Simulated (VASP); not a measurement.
# CoO (P3m1) in VASP: a series of runs

Runs on CoO. Level: PBEsol. Tasks: single point.

All numbers are computed with VASP 6.6.1; they aren't measurements. Logs are shortened: lines on timing, memory, paths and dates and some standing lists are left out, and cuts for length are marked.

### 1 The cell of the first run

The typed cell holds 4 atoms: a = 3.198 Å, b = 3.198 Å, c = 5.229 Å, α = 90.00°, β = 90.00°, γ = 120.00°.

### 2 Single point, PBEsol, collinear spin, antiferromagnetic start

Contents of INCAR:

```
SYSTEM = CoO
ALGO = Normal
EDIFF = 1E-6
ENCUT = 520
GGA = PS
ISIF = 2
ISMEAR = 0
ISPIN = 2
KPAR = 2
LASPH = .TRUE.
LCHARG = .FALSE.
LMAXMIX = 4
LORBIT = 11
LREAL = .FALSE.
LWAVE = .FALSE.
MAGMOM = -2.3 2.3 0.18 -0.18
NBANDS = 27
NELM = 150
PREC = Accurate
SIGMA = 0.1
```

Contents of KPOINTS:

```
k-points
0
G
  18 18 10
  0 0 0
```

Contents of POSCAR:

```
CoO
1.0
    3.1976457435      0.0000000000      0.0000000000
   -1.5988228718      2.7692424462      0.0000000000
    0.0000000000      0.0000000000      5.2287097100
Co O
2 2
Direct
    0.0000000000      0.0000000000      0.0034741400
    0.3333333333      0.6666666667      0.5033624100
    0.0000000000      0.0000000000      0.3716088500
    0.3333333333      0.6666666667      0.8715556000
```

Potentials or basis: VASP PAW PBE potentials, release 64 (Co, O).

Command:

```bash
$ cat potpaw_PBE.64/Co/POTCAR potpaw_PBE.64/O/POTCAR > POTCAR
$ mpirun -np 2 vasp_std > vasp.out
```

OUTCAR:

```text
SYSTEM = CoO
   EDIFF = 1E-6
   ENCUT = 520
   GGA = PS
   ISIF = 2
   ISMEAR = 0
   ISPIN = 2
   LASPH = .TRUE.
   LORBIT = 11
   LREAL = .FALSE.
   NELM = 150
   PREC = Accurate

 ion  position               nearest neighbor table
   1  0.000  0.000  0.003-   3 1.92   4 1.97   4 1.97   4 1.97
   2  0.333  0.667  0.503-   4 1.93   3 1.97   3 1.97   3 1.97
   3  0.000  0.000  0.372-   1 1.92   2 1.97   2 1.97   2 1.97
   4  0.333  0.667  0.872-   2 1.93   1 1.97   1 1.97   1 1.97

  LATTYP: Found a hexagonal cell.
 ALAT       =     3.1976457435
 C/A-ratio  =     1.6351747909

  Lattice vectors:

 A1 = (   3.1976457435,   0.0000000000,   0.0000000000)
 A2 = (  -1.5988228718,   2.7692424462,   0.0000000000)
 A3 = (   0.0000000000,   0.0000000000,   5.2287097100)

Analysis of symmetry for initial positions (statically):
=====================================================================
 Subroutine PRICEL returns:
 Original cell was already a primitive cell.

 Routine SETGRP: Setting up the symmetry group for a
 hexagonal supercell.

 Subroutine GETGRP returns: Found  6 space group operations
 (whereof  6 operations were pure point group operations)
 out of a pool of 24 trial point group operations.

The static configuration has the point symmetry C_3v.

Analysis of symmetry for dynamics (positions and initial velocities):
=====================================================================
 Subroutine PRICEL returns:
 Original cell was already a primitive cell.

 Routine SETGRP: Setting up the symmetry group for a
 hexagonal supercell.

 Subroutine GETGRP returns: Found  6 space group operations
 (whereof  6 operations were pure point group operations)
 out of a pool of 24 trial point group operations.

The dynamic configuration has the point symmetry C_3v.

Analysis of structural, dynamic, and magnetic symmetry:
=====================================================================
 Subroutine PRICEL returns:
 Original cell was already a primitive cell.

 Routine SETGRP: Setting up the symmetry group for a
 hexagonal supercell.

 Subroutine GETGRP returns: Found  6 space group operations
 (whereof  6 operations were pure point group operations)
 out of a pool of 24 trial point group operations.

The overall configuration has the point symmetry C_3v.

 Subroutine INISYM returns: Found  6 space group operations
 (whereof  6 operations are pure point group operations),
 and found     1 'primitive' translations
[... 125 lines left out ...]
   LHFCALC =     F    Hartree Fock is set to
   AEXX    =    0.0000 exact exchange contribution
   IVDW    =     0    specifies the selected vdW correction
   LEPSILON=     F    determine dielectric tensor
   LRPA    =     F    only Hartree local field effects (RPA)
 spin polarized calculation
 Gauss-broadening in eV      SIGMA  =   0.10
  energy-cutoff  :      520.00
  volume of cell :       46.30
 maximum number of plane-waves:      1272
   NGX = 11   NGY = 11   NGZ = 19

 number of electron      30.0000008 magnetization       0.1476752

 number of electron      30.0000008 magnetization      -0.0007231

 Free energy of the ion-electron system (eV)
  ---------------------------------------------------
  ext. energy  EPLUGINS =         0.00000000
  ---------------------------------------------------
  free energy    TOTEN  =       -28.39988085 eV

  energy without entropy =      -28.38179055  energy(sigma->0) =      -28.39083570

 E-fermi :   5.9412     XC(G=0): -11.3938

 val. band max:        5.9408220998   @ k =   0.0556   0.0000   0.3000
 cond. band min:       5.9417295778   @ k =   0.0000   0.0556   0.3000
 fundamental gap:      0.0009074780
 Fermi energy:         5.9411773310

 spin component 1

 k-point     1 :       0.0000    0.0000    0.0000
  band No.  band energies     occupation
      1     -13.9527      1.00000
      2     -13.2400      1.00000
      3      -1.0827      1.00000
      4       0.0258      1.00000
      5       0.0258      1.00000
      6       0.0696      1.00000
[... 709 lines left out ...]
     26      19.8750      0.00000
     27      22.6962      0.00000

 [... further k-points ...]

 spin component 2

 k-point     1 :       0.0000    0.0000    0.0000
  band No.  band energies     occupation
      1     -13.9515      1.00000
      2     -13.2416      1.00000
      3      -1.0824      1.00000
      4       0.0293      1.00000
      5       0.0293      1.00000
      6       0.0686      1.00000
[... 709 lines left out ...]
     26      19.8757      0.00000
     27      22.6960      0.00000

 [... further k-points ...]

------------------------ aborting loop because EDIFF is reached ----------------------------------------

  FORCE on cell =-STRESS in cart. coord.  units (eV):
  Direction    XX          YY          ZZ          XY          YZ          ZX
  --------------------------------------------------------------------------------------
  -------------------------------------------------------------------------------------
  Total       -3.0558877     -3.0558877     -2.5364997      0.0000000      0.0000000      0.0000000
  in kB     -105.7455538   -105.7455538    -87.7727179      0.0000000      0.0000000      0.0000000
  external PRESSURE =     -99.7546085 kB  Pullay stress =       0.0000000 kB

 VOLUME and BASIS-vectors are now :
 -----------------------------------------------------------------------------
  energy-cutoff  :      520.00
  volume of cell :       46.30
      direct lattice vectors                 reciprocal lattice vectors
     3.197645743  0.000000000  0.000000000     0.312730077  0.180554794  0.000000000
    -1.598822872  2.769242446  0.000000000     0.000000000  0.361109588  0.000000000
     0.000000000  0.000000000  5.228709710     0.000000000  0.000000000  0.191251773

 POSITION                                       TOTAL-FORCE (eV/Angst)
 -----------------------------------------------------------------------------------
      0.00000      0.00000      0.01817         0.000000      0.000000      0.103215
     -0.00000      1.84616      2.63194        -0.000000     -0.000000      0.108777
      0.00000      0.00000      1.94303         0.000000     -0.000000     -0.106762
     -0.00000      1.84616      4.55711        -0.000000     -0.000000     -0.105229
 -----------------------------------------------------------------------------------
    total drift:                               -0.000000     -0.000001     -0.001552

  FREE ENERGIE OF THE ION-ELECTRON SYSTEM (eV)
  ---------------------------------------------------
  free  energy   TOTEN  =       -28.3998808465 eV

  energy  without entropy=      -28.3817905549  energy(sigma->0) =      -28.39083570

 total charge

# of ion       s       p       d       tot
------------------------------------------
    1        0.345   0.433   7.217   7.995
    2        0.345   0.433   7.218   7.996
    3        1.548   3.407   0.000   4.955
    4        1.548   3.407   0.000   4.955
--------------------------------------------------
tot          3.786   7.681  14.435  25.902

 magnetization (x)

# of ion       s       p       d       tot
------------------------------------------
    1       -0.008  -0.039  -2.191  -2.238
    2        0.008   0.039   2.190   2.238
    3        0.011   0.147   0.000   0.158
    4       -0.011  -0.147   0.000  -0.158
--------------------------------------------------
tot          0.000  -0.000  -0.001  -0.001
```

Wall time 3.8 min (2 MPI ranks of Intel Xeon Platinum 8488C (Sapphire Rapids), shared host); peak memory 0.61 GiB.

Results:

```
Free energy                                           : -28.3999 eV
Pressure                                              : -10.0 GPa
Largest force                                         : 0.109 eV/Å
Band gap on the k mesh                                : zero (filled and empty bands overlap)
Net moment                                            : 0.00 μB per cell
Site moments                                          : Co -2.24, +2.24; O +0.16, -0.16 μB
Valence electrons inside the program's atomic spheres : Co 8.00; O 4.96
```

Forces on the atoms (eV/Å):
```
Co   0.000  0.000  0.103
Co   0.000  0.000  0.109
O    0.000  0.000 -0.107
O    0.000  0.000 -0.105
```

Levels at points of the mesh, in eV from the Fermi level:
Spin up:
| k point | band 12 | band 13 | band 14 | band 15 | band 16 | band 17 | band 18 | band 19 |
| --- | --- | --- | --- | --- | --- | --- | --- | --- |
| (0.00, 0.00, 0.00) | -0.96 | -0.96 | -0.01 | -0.01 | 0.15 | 1.53 | 1.96 | 1.96 |
| (0.50, 0.00, 0.00) | -1.88 | -1.38 | -0.27 | -0.15 | -0.02 | 0.72 | 1.19 | 5.72 |
| (0.00, 0.00, 0.50) | -0.91 | -0.91 | 0.04 | 0.04 | 0.85 | 1.82 | 1.82 | 2.57 |
| (0.50, 0.00, 0.50) | -1.50 | -1.26 | -0.37 | -0.20 | 0.09 | 0.83 | 1.08 | 5.37 |
Spin down:
```csv
k point,band 12,band 13,band 14,band 15,band 16,band 17,band 18,band 19
"(0.00, 0.00, 0.00)",-0.96,-0.96,-0.01,-0.01,0.15,1.53,1.96,1.96
"(0.50, 0.00, 0.00)",-1.88,-1.38,-0.27,-0.15,-0.02,0.72,1.19,5.72
"(0.00, 0.00, 0.50)",-0.91,-0.91,0.03,0.03,0.85,1.82,1.82,2.57
"(0.50, 0.00, 0.50)",-1.50,-1.26,-0.37,-0.20,0.09,0.83,1.07,5.37
```

Caveat: the cell stands under tension; the PAW data sets were made with another functional, which shifts forces and pressure a little; semilocal functionals often make such compounds metallic where correlation or magnetic order opens a gap, which also shifts bond lengths.

(Continued in part 2 of 2.)
